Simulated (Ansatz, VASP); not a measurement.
# Two plane-wave programs on Li2O

```
Li O
1.0
     0.00000    2.31256    2.31256
     2.31256    0.00000    2.31256
     2.31256    2.31256    0.00000
Li O
2 1
Direct
  0.25000 0.25000 0.25000
  0.75000 0.75000 0.75000
  0.00000 0.00000 0.00000
```

Alike in both runs: functional PBE; k mesh 8 × 8 × 8; occupations gaussian, width 0.02 eV; no spin polarisation.

Ansatz relaxed the structure, and its values are those at the end. VASP's run is a single point on that final structure, the one shown.

|  | VASP | Ansatz |
| --- | --- | --- |
| version | VASP 6.6.1 | Ansatz 0.2.0 |
| potentials or method | VASP PAW PBE potentials, release 64 (Li_sv, O), cutoff 750 eV | scalar-relativistic, plane waves, PAW |
| valence electrons in the cell | 12 | 12 |

```tsv
	VASP	Ansatz	Ansatz less VASP
gap on the k mesh at the Fermi level (eV)	4.97	4.99	+0.014
least direct gap on the mesh (eV)	5.24	5.24	0.000
pressure (GPa)	-0.3	0.0	+0.28
```
